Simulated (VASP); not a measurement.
# Zr in VASP: single point with PBE+D3(BJ)

Aim: the single point of Zr with PBE+D3(BJ).

All numbers are computed with VASP 6.6.1; they aren't measurements. Logs are shortened: lines on timing, memory, paths and dates and some standing lists are left out, and cuts for length are marked.

## (1) The cell of the first run

The cell holds a slab with vacuum, 3 atoms: a = 3.091 Å, b = 3.091 Å, c = 22.005 Å, α = 90.00°, β = 90.00°, γ = 120.00°.

## (2) Single point, PBE+D3(BJ)

Input file INCAR:

```
  PREC = Accurate
  ENCUT = 400
  EDIFF = 1E-6
  ISMEAR = 1
  SIGMA = 0.1
  LREAL = False
  LASPH = True
  NELM = 120
  ALGO = Normal
  ISIF = 2
  LWAVE = False
  LCHARG = False
  LDIPOL = True
  IDIPOL = 3
  DIPOL = 0.5 0.5 0.435
  GGA = PE
  IVDW = 12
  NBANDS = 25
  GGA_COMPAT = False
  NELMDL = -8
```

Input file KPOINTS:

```
regular mesh
0
Gamma
  12 12 1
```

Input file POSCAR:

```
Zr
1.0
    3.0912746496      0.0000000000      0.0000000000
   -1.5456373248      2.6771223766      0.0000000000
    0.0000000000      0.0000000000     22.0049972221
Zr
3
Direct
    0.3333333333      0.6666666667      0.3181095607
    0.6666666667      0.3333333333      0.4319078439
    0.3333333333      0.6666666667      0.5535724583
```

Potentials or basis: VASP PAW PBE potentials, release 64 (Zr_sv).

On the command line:

```
$ cat potpaw_PBE.64/Zr_sv/POTCAR > POTCAR
$ mpirun -np 1 vasp_std > vasp.out
```

OUTCAR:

```text
PREC = Accurate
   ENCUT = 400
   EDIFF = 1E-6
   ISMEAR = 1
   LREAL = False
   LASPH = True
   NELM = 120
   ISIF = 2
   GGA = PE
   IVDW = 12
   NELMDL = -8
 IVDW          = 12

 ion  position               nearest neighbor table
   1  0.333  0.667  0.318-   2 3.08   2 3.08   2 3.08
   2  0.667  0.333  0.432-   1 3.08   1 3.08   1 3.08   3 3.22   3 3.22   3 3.22
   3  0.333  0.667  0.554-   2 3.22   2 3.22   2 3.22

  LATTYP: Found a hexagonal cell.
 ALAT       =     3.0912746496
 C/A-ratio  =     7.1184219186

  Lattice vectors:

 A1 = (   3.0912746496,   0.0000000000,   0.0000000000)
 A2 = (  -1.5456373248,   2.6771223766,   0.0000000000)
 A3 = (   0.0000000000,   0.0000000000,  22.0049972221)

Analysis of symmetry for initial positions (statically):
=====================================================================
 Subroutine PRICEL returns:
 Original cell was already a primitive cell.

 Routine SETGRP: Setting up the symmetry group for a
 hexagonal supercell.

 Subroutine GETGRP returns: Found  6 space group operations
 (whereof  6 operations were pure point group operations)
 out of a pool of 24 trial point group operations.

The static configuration has the point symmetry C_3v.

Analysis of symmetry for dynamics (positions and initial velocities):
=====================================================================
 Subroutine PRICEL returns:
 Original cell was already a primitive cell.

 Routine SETGRP: Setting up the symmetry group for a
 hexagonal supercell.

 Subroutine GETGRP returns: Found  6 space group operations
 (whereof  6 operations were pure point group operations)
 out of a pool of 24 trial point group operations.

The dynamic configuration has the point symmetry C_3v.

 Subroutine INISYM returns: Found  6 space group operations
 (whereof  6 operations are pure point group operations),
 and found     1 'primitive' translations

----------------------------------------------------------------------------------------

                                     Primitive cell

  volume of cell :     182.1072

  direct lattice vectors                    reciprocal lattice vectors
     3.091274650  0.000000000  0.000000000     0.323491153  0.186767704  0.000000000
    -1.545637325  2.677122377  0.000000000     0.000000000  0.373535408  0.000000000
     0.000000000  0.000000000 22.004997222     0.000000000  0.000000000  0.045444223

  length of vectors
     3.091274650  3.091274650 22.004997222     0.373535408  0.373535408  0.045444223

  position of ions in fractional coordinates (direct lattice)
     0.333333333  0.666666667  0.318109561
     0.666666667  0.333333333  0.431907844
     0.333333333  0.666666667  0.553572458

  ion indices of the primitive-cell ions
   primitive index   ion index
                 1           1
                 2           2
                 3           3

----------------------------------------------------------------------------------------

 KPOINTS: regular mesh

Automatic generation of k-mesh.
 Grid dimensions read from file:
 generate k-points for:   12   12    1

 Generating k-lattice:

  Cartesian coordinates                     Fractional coordinates (reciprocal lattice)
     0.026957596  0.015563975  0.000000000     0.083333333  0.000000000  0.000000000
     0.000000000  0.031127951  0.000000000     0.000000000  0.083333333  0.000000000
     0.000000000  0.000000000  0.045444223     0.000000000  0.000000000  1.000000000

  Length of vectors
     0.031127951  0.031127951  0.045444223

  Shift w.r.t. Gamma in fractional coordinates (k-lattice)
     0.000000000  0.000000000  0.000000000

 Subroutine IBZKPT returns following result:
 ===========================================

 Found     19 irreducible k-points:

 Following reciprocal coordinates:
            Coordinates               Weight
  0.000000  0.000000  0.000000      1.000000
  0.083333  0.000000  0.000000      6.000000
  0.166667  0.000000  0.000000      6.000000
  0.250000  0.000000  0.000000      6.000000
  0.333333  0.000000  0.000000      6.000000
  0.416667  0.000000  0.000000      6.000000
[... 11 lines left out ...]
  0.333333  0.250000  0.000000     12.000000
  0.333333  0.333333  0.000000      2.000000
   k-points           NKPTS =     19   k-points in BZ     NKDIM =     19   number of bands    NBANDS=     25
   number of dos      NEDOS =    301   number of ions     NIONS =      3
   total plane-waves  NPLWV =  57600
   dimension x,y,z NGX =    20 NGY =   20 NGZ =  144
   dimension x,y,z NGXF=    40 NGYF=   40 NGZF=  288
   ions per type =               3
   NGX,Y,Z   is equivalent  to a cutoff of  10.76, 10.76, 10.88 a.u.
   NGXF,Y,Z  is equivalent  to a cutoff of  21.51, 21.51, 21.76 a.u.
 SYSTEM =  unknown system
   PREC   = accura    normal or accurate (medium, high low for compatibility)
   ISTART =      0    job   : 0-new  1-cont  2-samecut
   ICHARG =      2    charge: 1-file 2-atom 10-const
   ISPIN  =      1    spin polarized calculation?
   LNONCOLLINEAR =      F non collinear calculations
   LSORBIT =      F    spin-orbit coupling
   LASPH  =      T    aspherical Exc in radial PAW
   ENCUT  =  400.0 eV  29.40 Ry    5.42 a.u.   5.04  5.04 35.88*2*pi/ulx,y,z
   NELM   =    120;   NELMIN=  2; NELMDL= -8     # of ELM steps
   EDIFF  = 0.1E-05   stopping-criterion for ELM
   LREAL  =      F    real-space projection
   EDIFFG = 0.1E-04   stopping-criterion for IOM
   NSW    =      0    number of steps for IOM
   IBRION =     -1    ionic relax: 0-MD 1-quasi-New 2-CG
   NFREE  =      0    steps in history (QN), initial steepest desc. (CG)
   ISIF   =      2    stress and relaxation
   ISYM   =      2    0-nonsym 1-usesym 2-fastsym
   POTIM  = 0.5000    time-step for ionic-motion
   TEBEG  =    0.0;   TEEND  =   0.0 temperature during run
   PSTRESS=    0.0 pullay stress
   NELECT =      36.0000    total number of electrons
   NUPDOWN=      -1.0000    fix difference up-down
   EMIN   =  10.00;   EMAX   =-10.00  energy-range for DOS
   EFERMI =   0.00;   METHOD = LEGACY
   ISMEAR =     1;   SIGMA  =   0.10  broadening in eV -4-tet -1-fermi 0-gaus
   EFERMI_NEDOS =   21; number of points for ismear=-14 and -15
   IALGO  =     38    algorithm
   IMIX   =      4    mixing-type and parameters
     AMIX     =   0.40;   BMIX     =  1.00
     AMIX_MAG =   1.60;   BMIX_MAG =  1.00
  volume/ion in A,a.u.               =      60.70       409.64
  Fermi-wavevector in a.u.,A,eV,Ry     =   0.953674  1.802183 12.374419  0.909494
  Thomas-Fermi vector in A             =   2.082351
   LORBIT       =      0    0 simple, 1 ext, 2 COOP (PROOUT), +10 PAW based schemes
   GGA     = PE    functional components
   LHFCALC =     F    Hartree Fock is set to
   AEXX    =    0.0000 exact exchange contribution
   IVDW    =    12    specifies the selected vdW correction
   LEPSILON=     F    determine dielectric tensor
   LRPA    =     F    only Hartree local field effects (RPA)
 non-spin polarized calculation
 Methfessel and Paxton  Order N= 1 SIGMA  =   0.10
  energy-cutoff  :      400.00
  volume of cell :      182.11
 maximum number of plane-waves:      3337
   NGX = 11   NGY = 11   NGZ = 71

 dipolmoment           0.000000      0.000000      0.006808 electrons x Angstroem

 number of electron      36.0000001 magnetization

 dipolmoment           0.000000      0.000000     -0.006338 electrons x Angstroem

 Free energy of the ion-electron system (eV)
  ---------------------------------------------------
  ext. energy  EPLUGINS =         0.00000000
  ---------------------------------------------------
  free energy    TOTEN  =       -23.76657857 eV

  energy without entropy =      -23.76881233  energy(sigma->0) =      -23.76732315

 E-fermi :   0.8390     XC(G=0):  -4.9802

 val. band max:        0.8298327126   @ k =   0.2500   0.0000   0.0000
 cond. band min:       0.8608685358   @ k =   0.2500   0.0833   0.0000
 fundamental gap:      0.0310358231
 Fermi energy:         0.8390230550

 k-point     1 :       0.0000    0.0000    0.0000
  band No.  band energies     occupation
      1     -47.8309      2.00000
      2     -47.8130      2.00000
      3     -47.4540      2.00000
      4     -26.1834      2.00000
      5     -25.9103      2.00000
      6     -25.3212      2.00000
[... 17 lines left out ...]
     24       2.4004     -0.00000
     25       2.4004     -0.00000

 k-point     2 :       0.0833    0.0000    0.0000
  band No.  band energies     occupation
      1     -47.8212      2.00000
      2     -47.8033      2.00000
      3     -47.4451      2.00000
      4     -26.1635      2.00000
      5     -25.9036      2.00000
      6     -25.4040      2.00000
[... 17 lines left out ...]
     24       2.2754     -0.00000
     25       2.5870     -0.00000

 k-point     3 :       0.1667    0.0000    0.0000
  band No.  band energies     occupation
      1     -47.7945      2.00000
      2     -47.7763      2.00000
      3     -47.4209      2.00000
      4     -26.1098      2.00000
      5     -25.8896      2.00000
      6     -25.6006      2.00000
[... 17 lines left out ...]
     24       2.7758     -0.00000
     25       3.1188      0.00000

 k-point     4 :       0.2500    0.0000    0.0000
  band No.  band energies     occupation
      1     -47.7579      2.00000
      2     -47.7390      2.00000
      3     -47.3876      2.00000
      4     -26.0520      2.00000
      5     -25.8997      2.00000
      6     -25.8357      2.00000
[... 17 lines left out ...]
     24       3.5106      0.00000
     25       3.5128      0.00000

 k-point     5 :       0.3333    0.0000    0.0000
  band No.  band energies     occupation
      1     -47.7212      2.00000
      2     -47.7012      2.00000
      3     -47.3541      2.00000
      4     -26.1498      2.00000
      5     -26.0952      2.00000
      6     -25.9755      2.00000
[... 17 lines left out ...]
     24       3.8023      0.00000
     25       3.8267      0.00000

 k-point     6 :       0.4167    0.0000    0.0000
  band No.  band energies     occupation
      1     -47.6942      2.00000
      2     -47.6732      2.00000
      3     -47.3293      2.00000
      4     -26.3105      2.00000
      5     -26.2713      2.00000
      6     -26.0768      2.00000
[... 17 lines left out ...]
     24       4.2556      0.00000
     25       4.6427      0.00000
[... 253 lines left out ...]
 k-point    16 :       0.4167    0.1667    0.0000
  band No.  band energies     occupation
      1     -47.6758      2.00000
      2     -47.6540      2.00000
      3     -47.3124      2.00000
      4     -26.2872      2.00000
      5     -26.2529      2.00000
      6     -26.0554      2.00000
[... 17 lines left out ...]
     24       4.5279      0.00000
     25       4.7640      0.00000

 k-point    17 :       0.2500    0.2500    0.0000
  band No.  band energies     occupation
      1     -47.6844      2.00000
      2     -47.6630      2.00000
      3     -47.3203      2.00000
      4     -26.1867      2.00000
      5     -26.1431      2.00000
      6     -26.0001      2.00000
[... 17 lines left out ...]
     24       3.8042      0.00000
     25       4.1307      0.00000

 k-point    18 :       0.3333    0.2500    0.0000
  band No.  band energies     occupation
      1     -47.6709      2.00000
      2     -47.6489      2.00000
      3     -47.3079      2.00000
      4     -26.1921      2.00000
      5     -26.1581      2.00000
      6     -25.9970      2.00000
[... 17 lines left out ...]
     24       4.3229      0.00000
     25       4.3957      0.00000

 k-point    19 :       0.3333    0.3333    0.0000
  band No.  band energies     occupation
      1     -47.6660      2.00000
      2     -47.6437      2.00000
      3     -47.3033      2.00000
      4     -26.0967      2.00000
      5     -26.0611      2.00000
      6     -26.0234      2.00000
[... 17 lines left out ...]
     24       4.3345      0.00000
     25       4.4182      0.00000

------------------------ aborting loop because EDIFF is reached ----------------------------------------

 vacuum level on the upper side and lower side of the slab       (xc-potential included)        -0.222        -0.102

 Edisp (eV)   -1.15963

 E8    (eV) :    -0.6199

  FORCE on cell =-STRESS in cart. coord.  units (eV):
  Direction    XX          YY          ZZ          XY          YZ          ZX
  --------------------------------------------------------------------------------------
  -------------------------------------------------------------------------------------
  Total      -0.19640    -0.19640    -0.28015    -0.00000     0.00000     0.00000
  in kB      -1.72794    -1.72794    -2.46471    -0.00000     0.00000     0.00000
  external pressure =       -1.97 kB  Pullay stress =        0.00 kB

 VOLUME and BASIS-vectors are now :
 -----------------------------------------------------------------------------
  energy-cutoff  :      400.00
  volume of cell :      182.11
      direct lattice vectors                 reciprocal lattice vectors
     3.091274650  0.000000000  0.000000000     0.323491153  0.186767704  0.000000000
    -1.545637325  2.677122377  0.000000000     0.000000000  0.373535408  0.000000000
     0.000000000  0.000000000 22.004997222     0.000000000  0.000000000  0.045444223

 POSITION                                       TOTAL-FORCE (eV/Angst)
 -----------------------------------------------------------------------------------
     -0.00000      1.78475      7.00000        -0.000000     -0.000000     -0.214753
      1.54564      0.89237      9.50413        -0.000000      0.000000      0.469725
     -0.00000      1.78475     12.18136         0.000000     -0.000000     -0.254971
 -----------------------------------------------------------------------------------
    total drift:                                0.000000     -0.000000     -0.000060

  FREE ENERGIE OF THE ION-ELECTRON SYSTEM (eV)
  ---------------------------------------------------
  free  energy   TOTEN  =       -24.9262053617 eV

  energy  without entropy=      -24.9284391215  energy(sigma->0) =      -24.92694995

 vacuum level on the upper side and lower side of the slab         4.899         5.023
```

Run time: 3.4 min. Hardware: 1 thread of AMD EPYC 7R43 (Zen 3), shared host; peak memory 0.19 GiB.

What came out:

```
Free energy                : -24.9262 eV
Largest force              : 0.470 eV/Å
Band gap on the k mesh     : zero (band 18 reaches 1.32 eV, above the bottom of band 19 at 0.64 eV)
Dispersion energy per atom : -0.387 eV
```

Forces in eV/Å, atoms in the order of the input:
```
Zr   0.000  0.000 -0.215
Zr   0.000  0.000  0.470
Zr   0.000  0.000 -0.255
```

Levels at points of the mesh, in eV from the Fermi level:
```tsv
k point	band 16	band 17	band 18	band 19	band 20	band 21
(0.00, 0.00, 0.00)	-0.16	0.07	0.48	1.04	1.11	1.11
(0.50, 0.00, 0.00)	-1.64	-1.04	-0.13	1.34	1.57	1.67
```
